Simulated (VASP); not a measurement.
# Si (Fd-3m) in VASP: further runs

Runs on Si. Level: PBEsol. Tasks: single point, relaxation of cell and atoms.

All numbers are computed with VASP 6.6.1; they aren't measurements. Logs are shortened: lines on timing, memory, paths and dates and some standing lists are left out, and cuts for length are marked.

### 1 The cell of the first run

The structure is cubic, space group Fd-3m (No. 227). Conventional cell: a = 5.434 Å, b = 5.434 Å, c = 5.434 Å, α = 90.00°, β = 90.00°, γ = 90.00°. Within 3.1 Å of Si (site symmetry -43m) lie 4 Si at 2.35 Å.

### 2 Single point, PBEsol

File INCAR:

```
PREC = Accurate ; ENCUT = 520
EDIFF = 1E-6 ; ISMEAR = 0
SIGMA = 0.02 ; LREAL = F
LASPH = T ; NELM = 100
ALGO = Normal ; ISIF = 2
LWAVE = F ; LCHARG = F
GGA = PS ; NBANDS = 11
```

File KPOINTS:

```
regular mesh
0
Gamma
  12 12 12
```

File POSCAR:

```
Si
1.0
    0.0000000000      2.7168139362      2.7168139362
    2.7168139362      0.0000000000      2.7168139362
    2.7168139362      2.7168139362      0.0000000000
Si
2
Direct
    0.7500000000      0.7500000000      0.7500000000
    0.5000000000      0.5000000000      0.5000000000
```

Potentials or basis: VASP PAW PBE potentials, release 64 (Si).

On the command line:

```
$ cat potpaw_PBE.64/Si/POTCAR > POTCAR
$ mpirun -np 1 vasp_std > vasp.out
```

OUTCAR:

```text
PREC = Accurate
   ENCUT = 520
   EDIFF = 1E-6
   ISMEAR = 0
   LREAL = F
   LASPH = T
   NELM = 100
   ISIF = 2
   GGA = PS

 ion  position               nearest neighbor table
   1  0.750  0.750  0.750-   2 2.35   2 2.35   2 2.35   2 2.35
   2  0.500  0.500  0.500-   1 2.35   1 2.35   1 2.35   1 2.35

  LATTYP: Found a face centered cubic cell.
 ALAT       =     5.4336278724

  Lattice vectors:

 A1 = (   0.0000000000,   2.7168139362,   2.7168139362)
 A2 = (   2.7168139362,   0.0000000000,   2.7168139362)
 A3 = (   2.7168139362,   2.7168139362,   0.0000000000)

Analysis of symmetry for initial positions (statically):
=====================================================================
 Subroutine PRICEL returns:
 Original cell was already a primitive cell.

 Routine SETGRP: Setting up the symmetry group for a
 face centered cubic supercell.

 Subroutine GETGRP returns: Found 48 space group operations
 (whereof 24 operations were pure point group operations)
 out of a pool of 48 trial point group operations.

The static configuration has the point symmetry T_d .
 The point group associated with its full space group is O_h .

Analysis of symmetry for dynamics (positions and initial velocities):
=====================================================================
 Subroutine PRICEL returns:
 Original cell was already a primitive cell.

 Routine SETGRP: Setting up the symmetry group for a
 face centered cubic supercell.

 Subroutine GETGRP returns: Found 48 space group operations
 (whereof 24 operations were pure point group operations)
 out of a pool of 48 trial point group operations.

The dynamic configuration has the point symmetry T_d .
 The point group associated with its full space group is O_h .

 Subroutine INISYM returns: Found 48 space group operations
 (whereof 24 operations are pure point group operations),
 and found     1 'primitive' translations

----------------------------------------------------------------------------------------

                                     Primitive cell

  volume of cell :      40.1060

  direct lattice vectors                    reciprocal lattice vectors
     0.000000000  2.716813936  2.716813936    -0.184039103  0.184039103  0.184039103
     2.716813936  0.000000000  2.716813936     0.184039103 -0.184039103  0.184039103
     2.716813936  2.716813936  0.000000000     0.184039103  0.184039103 -0.184039103

  length of vectors
     3.842155115  3.842155115  3.842155115     0.318765077  0.318765077  0.318765077

  position of ions in fractional coordinates (direct lattice)
     0.750000000  0.750000000  0.750000000
     0.500000000  0.500000000  0.500000000

  ion indices of the primitive-cell ions
   primitive index   ion index
                 1           1
                 2           2

----------------------------------------------------------------------------------------

 KPOINTS: regular mesh

Automatic generation of k-mesh.
 Grid dimensions read from file:
 generate k-points for:   12   12   12

 Generating k-lattice:

  Cartesian coordinates                     Fractional coordinates (reciprocal lattice)
    -0.015336592  0.015336592  0.015336592     0.083333333  0.000000000  0.000000000
     0.015336592 -0.015336592  0.015336592     0.000000000  0.083333333  0.000000000
     0.015336592  0.015336592 -0.015336592     0.000000000  0.000000000  0.083333333

  Length of vectors
     0.026563756  0.026563756  0.026563756

  Shift w.r.t. Gamma in fractional coordinates (k-lattice)
     0.000000000  0.000000000  0.000000000

 Subroutine IBZKPT returns following result:
 ===========================================

 Found     72 irreducible k-points:

 Following reciprocal coordinates:
            Coordinates               Weight
  0.000000  0.000000  0.000000      1.000000
  0.083333  0.000000  0.000000      8.000000
  0.166667  0.000000  0.000000      8.000000
  0.250000  0.000000  0.000000      8.000000
  0.333333  0.000000  0.000000      8.000000
  0.416667  0.000000  0.000000      8.000000
[... 16 lines left out ...]
  0.500000  0.166667  0.000000     24.000000
 -0.416667  0.166667  0.000000     24.000000
 [... further k-points ...]
   k-points           NKPTS =     72   k-points in BZ     NKDIM =     72   number of bands    NBANDS=     11
   number of dos      NEDOS =    301   number of ions     NIONS =      2
   total plane-waves  NPLWV =  27000
   dimension x,y,z NGX =    30 NGY =   30 NGZ =   30
   dimension x,y,z NGXF=    60 NGYF=   60 NGZF=   60
   ions per type =               2
   NGX,Y,Z   is equivalent  to a cutoff of  12.98, 12.98, 12.98 a.u.
   NGXF,Y,Z  is equivalent  to a cutoff of  25.96, 25.96, 25.96 a.u.
 SYSTEM =  unknown system
   PREC   = accura    normal or accurate (medium, high low for compatibility)
   ISTART =      0    job   : 0-new  1-cont  2-samecut
   ICHARG =      2    charge: 1-file 2-atom 10-const
   ISPIN  =      1    spin polarized calculation?
   LNONCOLLINEAR =      F non collinear calculations
   LSORBIT =      F    spin-orbit coupling
   LASPH  =      T    aspherical Exc in radial PAW
   ENCUT  =  520.0 eV  38.22 Ry    6.18 a.u.   7.14  7.14  7.14*2*pi/ulx,y,z
   NELM   =    100;   NELMIN=  2; NELMDL= -5     # of ELM steps
   EDIFF  = 0.1E-05   stopping-criterion for ELM
   LREAL  =      F    real-space projection
   EDIFFG = 0.1E-04   stopping-criterion for IOM
   NSW    =      0    number of steps for IOM
   IBRION =     -1    ionic relax: 0-MD 1-quasi-New 2-CG
   NFREE  =      0    steps in history (QN), initial steepest desc. (CG)
   ISIF   =      2    stress and relaxation
   ISYM   =      2    0-nonsym 1-usesym 2-fastsym
   POTIM  = 0.5000    time-step for ionic-motion
   TEBEG  =    0.0;   TEEND  =   0.0 temperature during run
   PSTRESS=    0.0 pullay stress
   NELECT =       8.0000    total number of electrons
   NUPDOWN=      -1.0000    fix difference up-down
   EMIN   =  10.00;   EMAX   =-10.00  energy-range for DOS
   EFERMI =   0.00;   METHOD = LEGACY
   ISMEAR =     0;   SIGMA  =   0.02  broadening in eV -4-tet -1-fermi 0-gaus
   EFERMI_NEDOS =   21; number of points for ismear=-14 and -15
   IALGO  =     38    algorithm
   IMIX   =      4    mixing-type and parameters
     AMIX     =   0.40;   BMIX     =  1.00
     AMIX_MAG =   1.60;   BMIX_MAG =  1.00
  volume/ion in A,a.u.               =      20.05       135.32
  Fermi-wavevector in a.u.,A,eV,Ry     =   0.956537  1.807592 12.448818  0.914962
  Thomas-Fermi vector in A             =   2.085474
   LORBIT       =      0    0 simple, 1 ext, 2 COOP (PROOUT), +10 PAW based schemes
   GGA     = PS    functional components
   LHFCALC =     F    Hartree Fock is set to
   AEXX    =    0.0000 exact exchange contribution
   IVDW    =     0    specifies the selected vdW correction
   LEPSILON=     F    determine dielectric tensor
   LRPA    =     F    only Hartree local field effects (RPA)
 non-spin polarized calculation
 Gauss-broadening in eV      SIGMA  =   0.02
  energy-cutoff  :      520.00
  volume of cell :       40.11
 maximum number of plane-waves:      1106
 NGX is ok and might be reduce to    30
   NGX = 15   NGY = 15   NGZ = 15

 number of electron       8.0000000 magnetization

 Free energy of the ion-electron system (eV)
  ---------------------------------------------------
  ext. energy  EPLUGINS =         0.00000000
  ---------------------------------------------------
  free energy    TOTEN  =       -11.49324143 eV

  energy without entropy =      -11.49324143  energy(sigma->0) =      -11.49324143

 E-fermi :   5.9329     XC(G=0):  -9.5476

 val. band max:        5.7733439431   @ k =   0.0000   0.0000   0.0000
 cond. band min:       6.2327763664   @ k =   0.4167   0.4167   0.0000
 fundamental gap:      0.4594324234
 Fermi energy:         5.9328580900

 k-point     1 :       0.0000    0.0000    0.0000
  band No.  band energies     occupation
      1      -6.2058      2.00000
      2       5.7733      2.00000
      3       5.7733      2.00000
      4       5.7733      2.00000
      5       8.2902      0.00000
      6       8.2902      0.00000
      7       8.2902      0.00000
      8       9.0791      0.00000
      9      13.4611      0.00000
     10      13.4611      0.00000
     11      13.4773      0.00000

 k-point     2 :       0.0833    0.0000    0.0000
  band No.  band energies     occupation
      1      -6.1146      2.00000
      2       4.9055      2.00000
      3       5.6278      2.00000
      4       5.6278      2.00000
      5       8.3271      0.00000
      6       8.5035      0.00000
      7       8.5035      0.00000
      8       9.7470      0.00000
      9      13.1785      0.00000
     10      13.1785      0.00000
     11      13.8725      0.00000

 k-point     3 :       0.1667    0.0000    0.0000
  band No.  band energies     occupation
      1      -5.8437      2.00000
      2       3.3756      2.00000
      3       5.3190      2.00000
      4       5.3190      2.00000
      5       8.0584      0.00000
      6       8.9406      0.00000
      7       8.9406      0.00000
      8      11.1644      0.00000
      9      12.7974      0.00000
     10      12.7974      0.00000
     11      14.6368      0.00000

 k-point     4 :       0.2500    0.0000    0.0000
  band No.  band energies     occupation
      1      -5.4038      2.00000
      2       1.8242      2.00000
      3       5.0090      2.00000
      4       5.0090      2.00000
      5       7.7292      0.00000
      6       9.2304      0.00000
      7       9.2304      0.00000
      8      12.6084      0.00000
      9      12.9039      0.00000
     10      12.9039      0.00000
     11      14.5524      0.00000

 k-point     5 :       0.3333    0.0000    0.0000
  band No.  band energies     occupation
      1      -4.8241      2.00000
      2       0.4122      2.00000
      3       4.7687      2.00000
      4       4.7687      2.00000
      5       7.4602      0.00000
      6       9.2224      0.00000
      7       9.2224      0.00000
      8      13.4768      0.00000
      9      13.6971      0.00000
     10      13.6971      0.00000
     11      14.7367      0.00000
[... 211 lines left out ...]
 k-point    21 :       0.3333    0.1667    0.0000
  band No.  band energies     occupation
      1      -4.9027      2.00000
      2       1.3229      2.00000
      3       3.7584      2.00000
      4       4.0138      2.00000
      5       7.6544      0.00000
      6       9.7621      0.00000
      7      10.2257      0.00000
      8      10.8028      0.00000
      9      14.7973      0.00000
     10      14.8478      0.00000
     11      16.0109      0.00000

 k-point    22 :       0.4167    0.1667    0.0000
  band No.  band energies     occupation
      1      -4.2917      2.00000
      2       0.0817      2.00000
      3       3.3156      2.00000
      4       3.9308      2.00000
      5       7.6937      0.00000
      6       9.9719      0.00000
      7      10.6147      0.00000
      8      10.7366      0.00000
      9      15.5067      0.00000
     10      15.9146      0.00000
     11      16.5243      0.00000

 k-point    23 :       0.5000    0.1667    0.0000
  band No.  band energies     occupation
      1      -3.7029      2.00000
      2      -0.8597      2.00000
      3       2.9687      2.00000
      4       3.9862      2.00000
      5       7.7243      0.00000
      6       9.8205      0.00000
      7      10.3370      0.00000
      8      12.1120      0.00000
      9      15.0463      0.00000
     10      16.1960      0.00000
     11      17.4224      0.00000

 k-point    24 :      -0.4167    0.1667    0.0000
  band No.  band energies     occupation
      1      -3.5867      2.00000
      2      -1.0215      2.00000
      3       2.7525      2.00000
      4       4.1723      2.00000
      5       7.8729      0.00000
      6       9.7677      0.00000
      7      10.1088      0.00000
      8      13.6610      0.00000
      9      14.2190      0.00000
     10      14.4977      0.00000
     11      16.7859      0.00000

 [... further k-points ...]
[... 5 lines left out ...]
  --------------------------------------------------------------------------------------
  -------------------------------------------------------------------------------------
  Total        0.0276138      0.0276138      0.0276138     -0.0000000     -0.0000000     -0.0000000
  in kB        1.1031324      1.1031324      1.1031324     -0.0000000     -0.0000000     -0.0000000
  external PRESSURE =       1.1031324 kB  Pullay stress =       0.0000000 kB

 VOLUME and BASIS-vectors are now :
 -----------------------------------------------------------------------------
  energy-cutoff  :      520.00
  volume of cell :       40.11
      direct lattice vectors                 reciprocal lattice vectors
     0.000000000  2.716813936  2.716813936    -0.184039103  0.184039103  0.184039103
     2.716813936  0.000000000  2.716813936     0.184039103 -0.184039103  0.184039103
     2.716813936  2.716813936  0.000000000     0.184039103  0.184039103 -0.184039103

 POSITION                                       TOTAL-FORCE (eV/Angst)
 -----------------------------------------------------------------------------------
      4.07522      4.07522      4.07522         0.000000      0.000000      0.000000
      2.71681      2.71681      2.71681        -0.000000     -0.000000     -0.000000
 -----------------------------------------------------------------------------------
    total drift:                                0.000000     -0.000000     -0.000000

  FREE ENERGIE OF THE ION-ELECTRON SYSTEM (eV)
  ---------------------------------------------------
  free  energy   TOTEN  =       -11.4932414334 eV

  energy  without entropy=      -11.4932414334  energy(sigma->0) =      -11.49324143
```

Wall time 22 s (1 thread of Intel Xeon Platinum 8259CL at 2.50GHz (Skylake/Cascade Lake), shared host); peak memory 0.17 GiB.

What came out:

| Property | Result |
| --- | --- |
| Free energy | -11.4932 eV |
| Pressure | 0.1 GPa |
| Band gap on the k mesh | 0.46 eV, indirect (least direct gap 2.52 eV) |

Caveat: the PAW data sets were made with another functional, which shifts forces and pressure a little. A k mesh can miss the band edges.

### 3 Single point, PBEsol

File INCAR:

```
PREC = Accurate
ENCUT = 520
EDIFF = 1E-6
ISMEAR = 0
SIGMA = 0.01
LREAL = False
LASPH = True
NELM = 60
ALGO = Normal
ISIF = 2
LWAVE = False
LCHARG = True
GGA = PS
LELF = True
LVHAR = True
NBANDS = 11
```

File KPOINTS:

```
Automatic mesh
0
Gamma
  12 12 12
```

POSCAR is that of step 2.

Potentials or basis: VASP PAW PBE potentials, release 64 (Si).

On the command line:

```
$ cat potpaw_PBE.64/Si/POTCAR > POTCAR
$ mpirun -np 1 vasp_std > vasp.out
```

Wall time 24 s (1 thread of Intel Xeon Platinum 8259CL at 2.50GHz (Skylake/Cascade Lake), shared host); peak memory 0.17 GiB.

It converged, with:

* Free energy: -11.4932 eV
* Pressure: 0.1 GPa
* Band gap on the k mesh: 0.46 eV, indirect (least direct gap 2.52 eV)

Levels at points of the mesh, in eV from the valence-band top:
```csv
k point,band 1,band 2,band 3,band 4,band 5,band 6,band 7,band 8,band 9
"(0.00, 0.00, 0.00)",-11.98,0.00,0.00,0.00,2.52,2.52,2.52,3.31,7.69
"(0.50, 0.00, 0.00)",-9.63,-7.01,-1.20,-1.20,1.46,3.27,3.27,7.51,10.51
"(0.50, 0.50, 0.00)",-7.82,-7.82,-2.87,-2.87,0.59,0.59,10.05,10.05,10.93
```

Caveat: the PAW data sets were made with another functional, which shifts forces and pressure a little. A k mesh can miss the band edges.

### 4 Relaxation of cell and atoms, PBEsol

File INCAR:

```
PREC = Accurate
ENCUT = 600
EDIFF = 1E-6
ISMEAR = 0
SIGMA = 0.01
LREAL = F
LASPH = T
NELM = 80
ALGO = Normal
ISIF = 3
LWAVE = F
LCHARG = F
GGA = PS
IBRION = 2
NSW = 80
EDIFFG = -0.001
```

KPOINTS is that of step 3.

POSCAR is that of step 3.

On the command line:

```
$ cat potpaw_PBE.64/Si/POTCAR > POTCAR
$ mpirun -np 1 vasp_std > vasp.out
```

It took 25 s on 1 thread of Intel Xeon Platinum 8259CL at 2.50GHz (Skylake/Cascade Lake), shared host; peak memory 0.18 GiB.

The run converged. Its results:

```yaml
Free_energy: -11.4932 eV
Relaxed_volume: 20.08 Å³/atom
Relaxed_cell: a = 3.844 Å, b = 3.844 Å, c = 3.844 Å, α = 60.00°, β = 60.00°, γ = 60.00°
Space_group_after_relaxing_to_0.05_Å: Fd-3m (No. 227)
Energy_gained_by_relaxing: 0.0 meV/atom
Ionic_steps: 3
Pressure_after_relaxing: 0.0 GPa
Band_gap_on_the_k_mesh: 0.46 eV, indirect (least direct gap 2.52 eV)
```

Final structure:
```cif
data_structure
_symmetry_space_group_name_H-M 'P 1'
_symmetry_Int_Tables_number 1
_cell_length_a 3.8437
_cell_length_b 3.8437
_cell_length_c 3.8437
_cell_angle_alpha 60.000
_cell_angle_beta 60.000
_cell_angle_gamma 60.000
_cell_volume 40.15
loop_
_atom_site_label
_atom_site_type_symbol
_atom_site_fract_x
_atom_site_fract_y
_atom_site_fract_z
_atom_site_occupancy
Si1 Si 0.75000 0.75000 0.75000 1
Si2 Si 0.50000 0.50000 0.50000 1
```

Levels at points of the mesh, in eV from the valence-band top:
```tsv
k point	band 1	band 2	band 3	band 4	band 5	band 6	band 7	band 8
(0.00, 0.00, 0.00)	-11.97	0.00	0.00	0.00	2.52	2.52	2.52	3.29
(0.50, 0.00, 0.00)	-9.63	-7.00	-1.20	-1.20	1.46	3.27	3.27	7.51
(0.50, 0.50, 0.00)	-7.82	-7.82	-2.87	-2.87	0.60	0.60	10.04	10.04
```

Caveat: the PAW data sets were made with another functional, which shifts forces and pressure a little. A k mesh can miss the band edges.

### 5 Summary

```csv
task,cell,cutoff (eV),smearing,gap on the mesh (eV),pressure (GPa)
single point,as given,520,gaussian 0.02 eV,0.46,0.1
single point,as given,520,gaussian 0.01 eV,0.46,0.1
relaxation of cell and atoms,relaxed,600,gaussian 0.01 eV,0.46,0.0
```

Alike in all rows: level PBEsol; potentials or basis VASP PAW PBE potentials, release 64 (Si); no spin polarisation; k mesh 12 × 12 × 12.

Caveats: the PAW data sets were made with another functional, which shifts forces and pressure a little.

Total energies depend on the potentials used, so only differences within one code and one set of settings carry meaning.
